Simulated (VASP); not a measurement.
BN: single point with PBE

BN:

```
B N
1.0
     2.55458    0.00000    0.05748
    -1.27729    2.21233   -0.02874
     0.09505    0.00000    4.22451
B N
2 2
Direct
  0.66667 0.33333 0.99981
  0.33333 0.66667 0.49981
  0.66667 0.33333 0.62519
  0.33333 0.66667 0.12519
```

This cell differs from its parent crystal: strain +0.0450 x Voigt [0, 0, 0, 0, 1, 0].

```yaml
Program: VASP 6.6.1
Task: single point
Functional: PBE
Potentials_or_basis: VASP PAW PBE potentials, release 64 (B, N)
Cutoff: 520 eV
k_mesh: 12 × 12 × 6
Occupations: gaussian, width 0.05 eV
Spin: no spin polarisation
```

```
Pressure               : 0.6 GPa
Largest force          : 0.117 eV/Å
Band gap on the k mesh : 5.14 eV, indirect (least direct gap 8.12 eV)
```

Forces on the atoms (eV/Å):
```
B    0.107 -0.026 -0.014
B    0.107  0.026 -0.014
N   -0.107 -0.046  0.014
N   -0.107  0.046  0.014
```

Stress tensor (GPa, compression positive):
```
  0.52   0.00 -15.01
  0.00   0.52   0.00
-15.01   0.00   0.78
```

Levels at points of the mesh, in eV from the valence-band top:
| k point | band 6 | band 7 | band 8 | band 9 | band 10 | band 11 |
| --- | --- | --- | --- | --- | --- | --- |
| (0.00, 0.00, 0.00) | -0.43 | -0.09 | 0.00 | 8.12 | 8.22 | 8.53 |
| (0.50, 0.00, 0.00) | -5.03 | -4.43 | -2.19 | 6.58 | 7.82 | 10.28 |
| (0.00, 0.50, 0.00) | -5.01 | -4.45 | -2.20 | 6.60 | 7.82 | 9.94 |
| (0.00, 0.00, 0.50) | -1.47 | -1.05 | -1.05 | 9.18 | 9.18 | 9.62 |
| (0.50, 0.00, 0.50) | -3.90 | -3.75 | -3.25 | 6.14 | 6.76 | 9.44 |
| (0.00, 0.50, 0.50) | -3.83 | -3.61 | -3.61 | 6.46 | 6.46 | 9.90 |

Run time: 50 s on 1 thread of Intel(R) Xeon(R) Platinum 8375C CPU @ 2.90GHz (Ice Lake), on a shared host, peak memory 0.19 GiB.

Caveat: the cell differs from its parent crystal (strain +0.0450 x Voigt [0, 0, 0, 0, 1, 0]). A k mesh can miss the band edges.
